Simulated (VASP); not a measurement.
Here is a VASP 6.6.1 calculation.

Contents of INCAR:

```
SYSTEM = Na
PREC = Accurate
ENCUT = 520
EDIFF = 1E-7
ISMEAR = 0
SIGMA = 0.1
LREAL = .False.
LASPH = .True.
NELM = 60
ALGO = Normal
ISIF = 2
LWAVE = .False.
LCHARG = .False.
GGA = PE
IVDW = 12
NBANDS = 10
```

File KPOINTS:

```
regular mesh
0
Gamma
  14 14 14
  0 0 0
```

The input POSCAR:

```
Na
1.0
    0.0000000000      2.5648052077      2.5648052077
    2.5648052077      0.0000000000      2.5648052077
    2.5648052077      2.5648052077      0.0000000000
Na
1
Direct
    0.0000000000      0.0000000000      0.0000000000
```

Potentials or basis: VASP PAW PBE potentials, release 64 (Na_pv).

The run is started by

```console
$ cat potpaw_PBE.64/Na_pv/POTCAR > POTCAR
$ mpirun -np 1 vasp_std > vasp.out
```

(1) What does it give for the dispersion energy per atom?

(2) What does it give for the pressure?

(3) Estimate the band gap on the k mesh.

Answers

(1) -0.168 eV.

(2) 0.0 GPa.

(3) zero (an odd number of electrons rules out a gap without spin polarisation).
